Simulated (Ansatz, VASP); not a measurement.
## One calculation of CuNi6S16, two programs

INCAR

```
SYSTEM = CuNi6S16
ALGO     = Normal         ! electronic algorithm
EDIFF    = 1E-6           ! SCF threshold, eV
ENCUT    = 600            ! plane-wave cutoff, eV
GGA      = PS             ! functional
GGA_COMPAT= .False.      
ISIF     = 2              ! what is computed and relaxed
ISMEAR   = 0              ! smearing method
KPAR     = 4            
LASPH    = .True.         ! aspherical terms in the spheres
LCHARG   = .True.         ! write CHGCAR
LREAL    = .False.        ! projectors in reciprocal space
LVHAR    = .True.       
LWAVE    = .False.        ! write WAVECAR
NBANDS   = 100            ! bands
NELM     = 120            ! most SCF steps
PREC     = Accurate       ! precision mode
SIGMA    = 0.1            ! smearing width, eV
```

File KPOINTS:

```
k-points
0
Gamma
  4 5 5
  0 0 0
```

File POSCAR:

```
CuNi6S16
1.0
   -3.9360710000     -2.2712590000      6.3384330000
    3.9345070000     -2.2718320000      6.3372620000
   -0.0012780000      4.5442960000      6.3382780000
Cu Ni S
1 6 16
Direct
    0.9992982871      0.0005400001      0.9997126175
    0.4994861576      0.5005463853      0.9997215200
    0.9993659952      0.0005559268      0.4997669186
    0.9994230955      0.5005819065      0.4997700412
    0.4994523897      0.0004947417      0.9997721960
    0.4994162299      0.0005373093      0.4997087606
    0.9995049012      0.5004172776      0.9998216084
    0.1958001493      0.1966584394      0.1959724744
    0.6938192861      0.6949158982      0.6941581602
    0.9053845012      0.6924694497      0.1994741943
    0.4139867346      0.1877544054      0.7009397489
    0.1992491666      0.9064072556      0.6917540929
    0.7006937593      0.4150295972      0.1870214537
    0.6914324316      0.2002999835      0.9056619959
    0.1866503934      0.7018138852      0.4142984452
    0.3051027071      0.3061884927      0.3054429845
    0.8032225005      0.8043885886      0.8035545150
    0.5849100067      0.8132386435      0.2985311422
    0.0934935650      0.3085399449      0.8000499183
    0.2983368009      0.5859119456      0.8124390933
    0.7996961764      0.0945322138      0.3077701687
    0.8121740571      0.2993500365      0.5851690111
    0.3074346049      0.8008114642      0.0938080868
```

Input for Ansatz:

```yaml
crystal:
  lattice:
    - [-3.936071, -2.271259, 6.338433]
    - [3.934507, -2.271832, 6.337262]
    - [-0.001278, 4.544296, 6.338278]
  atoms:
    - { symbol: Cu, position: [0.9992982871, 0.0005400001, 0.9997126175] }
    - { symbol: Ni, position: [0.4994861576, 0.5005463853, 0.99972152] }
    - { symbol: Ni, position: [0.9993659952, 0.0005559268, 0.4997669186] }
    - { symbol: Ni, position: [0.9994230955, 0.5005819065, 0.4997700412] }
    - { symbol: Ni, position: [0.4994523897, 0.0004947417, 0.999772196] }
    - { symbol: Ni, position: [0.4994162299, 0.0005373093, 0.4997087606] }
    - { symbol: Ni, position: [0.9995049012, 0.5004172776, 0.9998216084] }
    - { symbol: S, position: [0.1958001493, 0.1966584394, 0.1959724744] }
    - { symbol: S, position: [0.6938192861, 0.6949158982, 0.6941581602] }
    - { symbol: S, position: [0.9053845012, 0.6924694497, 0.1994741943] }
    - { symbol: S, position: [0.4139867346, 0.1877544054, 0.7009397489] }
    - { symbol: S, position: [0.1992491666, 0.9064072556, 0.6917540929] }
    - { symbol: S, position: [0.7006937593, 0.4150295972, 0.1870214537] }
    - { symbol: S, position: [0.6914324316, 0.2002999835, 0.9056619959] }
    - { symbol: S, position: [0.1866503934, 0.7018138852, 0.4142984452] }
    - { symbol: S, position: [0.3051027071, 0.3061884927, 0.3054429845] }
    - { symbol: S, position: [0.8032225005, 0.8043885886, 0.803554515] }
    - { symbol: S, position: [0.5849100067, 0.8132386435, 0.2985311422] }
    - { symbol: S, position: [0.093493565, 0.3085399449, 0.8000499183] }
    - { symbol: S, position: [0.2983368009, 0.5859119456, 0.8124390933] }
    - { symbol: S, position: [0.7996961764, 0.0945322138, 0.3077701687] }
    - { symbol: S, position: [0.8121740571, 0.2993500365, 0.5851690111] }
    - { symbol: S, position: [0.3074346049, 0.8008114642, 0.0938080868] }
basis:
  ecutwfc: 420
kpoints:
  mp_grid: { grid: [4, 5, 5] }
hamiltonian:
  xc: pbesol
scf:
  occupations: { method: gaussian, width: 0.1 }
  n_extra_bands: 11
output:
  forces: true
  stress: true
  eigenvalues: true
  populations: true
  dos:
    method: { smearing: { sigma: 0.1, scheme: gaussian } }
    projected: true
    de: 0.02
```

Alike in both runs: task single point; functional PBEsol; k mesh 4 × 5 × 5; occupations gaussian, width 0.1 eV; no spin polarisation.

```csv
,VASP,Ansatz
version,VASP 6.6.1,Ansatz 0.2.0
potentials or method,"VASP PAW PBE potentials, release 64 (Cu, Ni, S), cutoff 600 eV","scalar-relativistic, plane waves, PAW"
valence electrons in the cell,167,223
```

|  | VASP | Ansatz | Ansatz less VASP |
| --- | --- | --- | --- |
| gap on the k mesh at the Fermi level (eV) | none | none | - |
| pressure (GPa) | 0.0 | 0.0 | +0.03 |
| traceless stress, the component that is largest in VASP (GPa) | -0.13 | -0.14 | -0.009 |
| rms of the force components (eV/Å) | 0.060 | 0.025 | -0.0357 |

VASP's potentials were made for PBE, not for PBEsol. Atom by atom the forces differ by 0.053 eV/Å (rms over components). A gap of «none» marks a metal or a gap that the smearing closes. With one functional, cell and mesh, what is left measures potentials, basis and numerics. VASP's potentials hold 167 valence electrons a cell and Ansatz's 223, so a difference there can come from the potentials and not from the codes.
